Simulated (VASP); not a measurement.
A run of VASP 6.6.1:

File INCAR:

```
SYSTEM = Au
PREC = Accurate
ENCUT = 520
EDIFF = 1E-6
ISMEAR = -1
SIGMA = 0.05
LREAL = .FALSE.
LASPH = .TRUE.
NELM = 100
ALGO = Normal
ISIF = 2
LWAVE = .FALSE.
LCHARG = .FALSE.
LDIPOL = .TRUE.
IDIPOL = 3
DIPOL = 0.5 0.5 0.294
NBANDS = 12
```

The input KPOINTS:

```
regular mesh
0
G
  10 10 1
  0 0 0
```

Contents of POSCAR:

```
Au
1.0
    2.6622700000      0.0000000000      0.0000000000
    0.0000000000      2.6617000000      0.0000000000
    0.0000000000      0.0000000000     23.8000000000
Au
1
Direct
    0.0000000000      0.5000000000      0.2941200000
```

Potentials or basis: VASP PAW LDA potentials, release 64 (Au).

Run with:

```bash
$ cat potpaw_LDA.64/Au/POTCAR > POTCAR
$ mpirun -np 1 vasp_std > vasp.out
```

Hardware: 1 thread of AMD EPYC 9R45 96-Core Processor (Zen 5), on a shared host.

**Question.** How long does it take, and how much memory?

**Answer.** Wall time 36 s on 1 thread of AMD EPYC 9R45 96-Core Processor (Zen 5), with other jobs on the host, peak memory 0.2 GiB. Counts: scf iterations 17, k points 36.
